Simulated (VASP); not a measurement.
# Ti (P6_3/mmc) in VASP: a series of runs

Ti is run at these levels: PBE; tasks: single point.

Program: VASP 6.6.1. These are calculated values, not measurements. Logs are shortened: lines on timing, memory, paths and dates and some standing lists are left out, and cuts for length are marked.

## Step 1: The cell of the first run

It takes space group P6_3/mmc (No. 194, hexagonal). Conventional cell: a = 2.876 Å, b = 2.876 Å, c = 4.598 Å, α = 90.00°, β = 90.00°, γ = 120.00°. Ti (site symmetry -6m2) has 12 Ti at 2.84 to 2.88 Å within 3.7 Å.

## Step 2: Single point, PBE (Cu replaced by Ti, lengths x 1.127, strained)

INCAR reads:

```
PREC = Accurate
ENCUT = 520
EDIFF = 1E-6
ISMEAR = 0
SIGMA = 0.1
LREAL = F
LASPH = T
NELM = 80
ALGO = Fast
ISIF = 2
LWAVE = F
LCHARG = F
GGA = PE
NBANDS = 19
```

KPOINTS reads:

```
Automatic mesh
0
Gamma
  9 9 4
```

POSCAR reads:

```
Ti
1.0
    2.8760145008      0.0000000000      0.0000000000
   -1.4380072504      2.4907016193      0.0000000000
    0.0000000000      0.0000000000      4.5979276565
Ti
2
Direct
    0.3333333300      0.6666666700      0.2500000000
    0.6666666700      0.3333333300      0.7500000000
```

Potentials or basis: VASP PAW PBE potentials, release 64 (Ti_sv).

Run with:

```console
> cat potpaw_PBE.64/Ti_sv/POTCAR > POTCAR
> mpirun -np 1 vasp_std > vasp.out
```

OUTCAR:

```text
PREC = Accurate
   ENCUT = 520
   EDIFF = 1E-6
   ISMEAR = 0
   LREAL = F
   LASPH = T
   NELM = 80
   ISIF = 2
   GGA = PE

 ion  position               nearest neighbor table
   1  0.333  0.667  0.250-   2 2.84   2 2.84   2 2.84   2 2.84   2 2.84   2 2.84
   2  0.667  0.333  0.750-   1 2.84   1 2.84   1 2.84   1 2.84   1 2.84   1 2.84

  LATTYP: Found a hexagonal cell.
 ALAT       =     2.8760145008
 C/A-ratio  =     1.5987150465

  Lattice vectors:

 A1 = (   2.8760145008,   0.0000000000,   0.0000000000)
 A2 = (  -1.4380072504,   2.4907016193,   0.0000000000)
 A3 = (   0.0000000000,   0.0000000000,   4.5979276565)

Analysis of symmetry for initial positions (statically):
=====================================================================
 Subroutine PRICEL returns:
 Original cell was already a primitive cell.

 Routine SETGRP: Setting up the symmetry group for a
 hexagonal supercell.

 Subroutine GETGRP returns: Found 24 space group operations
 (whereof 12 operations were pure point group operations)
 out of a pool of 24 trial point group operations.

The static configuration has the point symmetry D_3d.
 The point group associated with its full space group is D_6h.

Analysis of symmetry for dynamics (positions and initial velocities):
=====================================================================
 Subroutine PRICEL returns:
 Original cell was already a primitive cell.

 Routine SETGRP: Setting up the symmetry group for a
 hexagonal supercell.

 Subroutine GETGRP returns: Found 24 space group operations
 (whereof 12 operations were pure point group operations)
 out of a pool of 24 trial point group operations.

The dynamic configuration has the point symmetry D_3d.
 The point group associated with its full space group is D_6h.

 Subroutine INISYM returns: Found 24 space group operations
 (whereof 12 operations are pure point group operations),
 and found     1 'primitive' translations

----------------------------------------------------------------------------------------

                                     Primitive cell

  volume of cell :      32.9363

  direct lattice vectors                    reciprocal lattice vectors
     2.876014501  0.000000000  0.000000000     0.347703393  0.200746648  0.000000000
    -1.438007250  2.490701619  0.000000000     0.000000000  0.401493295  0.000000000
     0.000000000  0.000000000  4.597927656     0.000000000  0.000000000  0.217489285
[... 76 lines left out ...]
   ISTART =      0    job   : 0-new  1-cont  2-samecut
   ICHARG =      2    charge: 1-file 2-atom 10-const
   ISPIN  =      1    spin polarized calculation?
   LNONCOLLINEAR =      F non collinear calculations
   LSORBIT =      F    spin-orbit coupling
   LASPH  =      T    aspherical Exc in radial PAW
   ENCUT  =  520.0 eV  38.22 Ry    6.18 a.u.   5.35  5.35  8.55*2*pi/ulx,y,z
   NELM   =     80;   NELMIN=  2; NELMDL= -5     # of ELM steps
   EDIFF  = 0.1E-05   stopping-criterion for ELM
   LREAL  =      F    real-space projection
   EDIFFG = 0.1E-04   stopping-criterion for IOM
   NSW    =      0    number of steps for IOM
   IBRION =     -1    ionic relax: 0-MD 1-quasi-New 2-CG
   NFREE  =      0    steps in history (QN), initial steepest desc. (CG)
   ISIF   =      2    stress and relaxation
   ISYM   =      2    0-nonsym 1-usesym 2-fastsym
   POTIM  = 0.5000    time-step for ionic-motion
   TEBEG  =    0.0;   TEEND  =   0.0 temperature during run
   PSTRESS=    0.0 pullay stress
   NELECT =      24.0000    total number of electrons
   NUPDOWN=      -1.0000    fix difference up-down
   EMIN   =  10.00;   EMAX   =-10.00  energy-range for DOS
   EFERMI =   0.00;   METHOD = LEGACY
   ISMEAR =     0;   SIGMA  =   0.10  broadening in eV -4-tet -1-fermi 0-gaus
   EFERMI_NEDOS =   21; number of points for ismear=-14 and -15
   IALGO  =     68    algorithm
   IMIX   =      4    mixing-type and parameters
     AMIX     =   0.40;   BMIX     =  1.00
     AMIX_MAG =   1.60;   BMIX_MAG =  1.00
  volume/ion in A,a.u.               =      16.47       111.13
  Fermi-wavevector in a.u.,A,eV,Ry     =   1.473173  2.783892 29.527871  2.170237
  Thomas-Fermi vector in A             =   2.588098
   LORBIT       =      0    0 simple, 1 ext, 2 COOP (PROOUT), +10 PAW based schemes
   GGA     = PE    functional components
   LHFCALC =     F    Hartree Fock is set to
   AEXX    =    0.0000 exact exchange contribution
   IVDW    =     0    specifies the selected vdW correction
   LEPSILON=     F    determine dielectric tensor
   LRPA    =     F    only Hartree local field effects (RPA)
 non-spin polarized calculation
 RMM-DIIS sequential band-by-band and
 Gauss-broadening in eV      SIGMA  =   0.10
  energy-cutoff  :      520.00
  volume of cell :       32.94
 maximum number of plane-waves:       905
 NGX is ok and might be reduce to    24
   NGX = 11   NGY = 11   NGZ = 17

 number of electron      24.0000005 magnetization

 Free energy of the ion-electron system (eV)
  ---------------------------------------------------
  ext. energy  EPLUGINS =         0.00000000
  ---------------------------------------------------
  free energy    TOTEN  =       -15.65167345 eV

  energy without entropy =      -15.64341712  energy(sigma->0) =      -15.64754528

 E-fermi :   8.8794     XC(G=0): -11.7509

 val. band max:        8.8172994427   @ k =   0.1111   0.1111   0.2500
 cond. band min:       8.8841089526   @ k =   0.2222   0.2222   0.5000
 fundamental gap:      0.0668095099
 Fermi energy:         8.8793576570

 k-point     1 :       0.0000    0.0000    0.0000
  band No.  band energies     occupation
      1     -47.8604      2.00000
      2     -47.6966      2.00000
      3     -24.5033      2.00000
      4     -23.7482      2.00000
      5     -23.7482      2.00000
      6     -23.6786      2.00000
[... 505 lines left out ...]
      6     -23.9903      2.00000
[... 11 lines left out ...]
     18      12.2369      0.00000
     19      15.9271      0.00000

 [... further k-points ...]
[... 5 lines left out ...]
  --------------------------------------------------------------------------------------
  -------------------------------------------------------------------------------------
  Total        1.4158242      1.4158242      0.9494369      0.0000000     -0.0000000     -0.0000000
  in kB       68.8723669     68.8723669     46.1850877      0.0000000     -0.0000000     -0.0000000
  external PRESSURE =      61.3099405 kB  Pullay stress =       0.0000000 kB

 VOLUME and BASIS-vectors are now :
 -----------------------------------------------------------------------------
  energy-cutoff  :      520.00
  volume of cell :       32.94
      direct lattice vectors                 reciprocal lattice vectors
     2.876014501  0.000000000  0.000000000     0.347703393  0.200746648  0.000000000
    -1.438007250  2.490701619  0.000000000     0.000000000  0.401493295  0.000000000
     0.000000000  0.000000000  4.597927656     0.000000000  0.000000000  0.217489285

 POSITION                                       TOTAL-FORCE (eV/Angst)
 -----------------------------------------------------------------------------------
     -0.00000      1.66047      1.14948         0.000000      0.000000      0.000000
      1.43801      0.83023      3.44845        -0.000000     -0.000000      0.000000
 -----------------------------------------------------------------------------------
    total drift:                               -0.000009      0.000005     -0.000000

  FREE ENERGIE OF THE ION-ELECTRON SYSTEM (eV)
  ---------------------------------------------------
  free  energy   TOTEN  =       -15.6516734472 eV

  energy  without entropy=      -15.6434171154  energy(sigma->0) =      -15.64754528
```

Wall time 2.7 min (1 thread of AMD EPYC 7R13, shared host); peak memory 0.13 GiB.

What came out:

| Property | Result |
| --- | --- |
| Free energy | -15.6517 eV |
| Pressure | 6.1 GPa |
| Band gap on the k mesh | zero (band 12 reaches 9.73 eV, above the bottom of band 13 at 8.72 eV) |

Stress tensor (GPa, compression positive):
```
6.89 0.00 0.00
0.00 6.89 0.00
0.00 0.00 4.62
```

Caveat: the cell differs from its parent crystal (Cu replaced by Ti, lengths x 1.127, strained).

## Step 3: Single point, PBE (Cu replaced by Ti, lengths x 1.127, strained)

INCAR reads:

```
SYSTEM = Ti
ALGO = Fast ; EDIFF = 1E-6
ENCUT = 520 ; GGA = PE
ISIF = 2 ; ISMEAR = 0
LASPH = .TRUE. ; LCHARG = .FALSE.
LREAL = .FALSE. ; LWAVE = .FALSE.
NBANDS = 19 ; NELM = 60
PREC = Accurate ; SIGMA = 0.1
```

KPOINTS reads:

```
k-points
0
G
  18 18 10
  0 0 0
```

POSCAR is that of step 2.

Potentials or basis: VASP PAW PBE potentials, release 64 (Ti_sv).

Run with:

```console
> cat potpaw_PBE.64/Ti_sv/POTCAR > POTCAR
> mpirun -np 1 vasp_std > vasp.out
```

Wall time 13 min (1 thread of AMD EPYC 7R13, shared host); peak memory 0.21 GiB.

It converged, with:

- Free energy: -15.6424 eV
- Pressure: 6.3 GPa
- Band gap on the k mesh: zero (band 12 reaches 9.73 eV, above the bottom of band 13 at 8.58 eV)

Stress tensor (GPa, compression positive):
```
6.66 0.00 0.00
0.00 6.66 0.00
0.00 0.00 5.52
```

Levels at points of the mesh, in eV from the Fermi level:
| k point | band 8 | band 9 | band 10 | band 11 | band 12 | band 13 | band 14 | band 15 | band 16 | band 17 |
| --- | --- | --- | --- | --- | --- | --- | --- | --- | --- | --- |
| (0.00, 0.00, 0.00) | -32.55 | -6.34 | -2.83 | 0.81 | 0.81 | 0.83 | 0.86 | 1.33 | 1.33 | 1.76 |
| (0.50, 0.00, 0.00) | -32.64 | -2.41 | -2.32 | -2.00 | -0.54 | 0.53 | 0.63 | 1.21 | 3.60 | 3.79 |
| (0.00, 0.00, 0.50) | -32.61 | -4.43 | -4.43 | 0.04 | 0.04 | 0.72 | 0.72 | 0.72 | 0.72 | 2.98 |
| (0.50, 0.00, 0.50) | -32.74 | -2.70 | -2.70 | -0.91 | -0.91 | 1.48 | 1.48 | 1.85 | 1.85 | 3.74 |

Caveat: the cell differs from its parent crystal (Cu replaced by Ti, lengths x 1.127, strained).
